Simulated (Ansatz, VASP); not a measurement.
# SiGe: VASP beside Ansatz

The input POSCAR:

```
SiGe
1.0
    3.9043776423      0.0000000000      0.0000000000
   -1.9521888212      3.3812902242      0.0000000000
    0.0000000000      0.0000000000      6.6472900592
Si Ge
2 2
Direct
    0.6666666667      0.3333333333      0.8744661518
    0.3333333333      0.6666666667      0.3744661518
    0.6666666667      0.3333333333      0.5005328482
    0.3333333333      0.6666666667      0.0005328482
```

The input INCAR.step1:

```
SYSTEM = SiGe
  PREC = Accurate
  ENCUT = 520
  ISMEAR = 0
  SIGMA = 0.05
  LREAL = .False.
  LASPH = .True.
  NELM = 80
  NBANDS = 26
  GGA = PE
  ALGO = Normal
  EDIFF = 1E-4
  LWAVE = .True.
  LCHARG = .False.
```

The input INCAR.step2:

```
SYSTEM = SiGe
  PREC = Accurate
  ENCUT = 520
  EDIFF = 1E-6
  ISMEAR = 0
  SIGMA = 0.05
  LREAL = .False.
  LASPH = .True.
  NELM = 80
  ALGO = Normal
  ISIF = 2
  LWAVE = .False.
  LCHARG = .False.
  METAGGA = R2SCAN
  LMIXTAU = .True.
  NBANDS = 26
  ISTART = 1
```

Contents of KPOINTS:

```
regular mesh
0
Gamma
  12 12 4
  0 0 0
```

Input for Ansatz:

```yaml
crystal:
  lattice:
    - [3.9043776423, 0.0, 0.0]
    - [-1.9521888212, 3.3812902242, 0.0]
    - [0.0, 0.0, 6.6472900592]
  atoms:
    - { symbol: Si, position: [0.6666666667, 0.3333333333, 0.8744661518] }
    - { symbol: Si, position: [0.3333333333, 0.6666666667, 0.3744661518] }
    - { symbol: Ge, position: [0.6666666667, 0.3333333333, 0.5005328482] }
    - { symbol: Ge, position: [0.3333333333, 0.6666666667, 0.0005328482] }
basis:
  ecutwfc: 500
kpoints:
  mp_grid: { grid: [12, 12, 4] }
hamiltonian:
  xc: r2scan
scf:
  occupations: { method: gaussian, width: 0.05 }
output:
  forces: true
  stress: true
  eigenvalues: true
```

Change from the starting cell: strain +0.000 along x and y, +0.030 along z, atoms carried along.

Alike in both runs: task single point; functional r2SCAN; k mesh 12 × 12 × 4; occupations gaussian, width 0.05 eV; no spin polarisation.

```csv
,VASP,Ansatz
version,VASP 6.6.1,Ansatz 0.2.0
potentials or method,"VASP PAW PBE potentials, release 64 (Si, Ge_d), cutoff 520 eV","scalar-relativistic, plane waves, PAW"
valence electrons in the cell,36,36
```

```csv
,VASP,Ansatz,Ansatz less VASP
gap on the k mesh at the Fermi level (eV),0.77,0.77,+0.003
least direct gap on the mesh (eV),1.01,1.01,+0.007
pressure (GPa),-2.3,-2.2,+0.06
"traceless stress, the component that is largest in VASP (GPa)",-3.79,-3.78,+0.012
rms of the force components (eV/Å),0.122,0.119,-0.0030
```

VASP's potentials were made for PBE, not for r2SCAN. Atom by atom the forces differ by 0.003 eV/Å (rms over components).
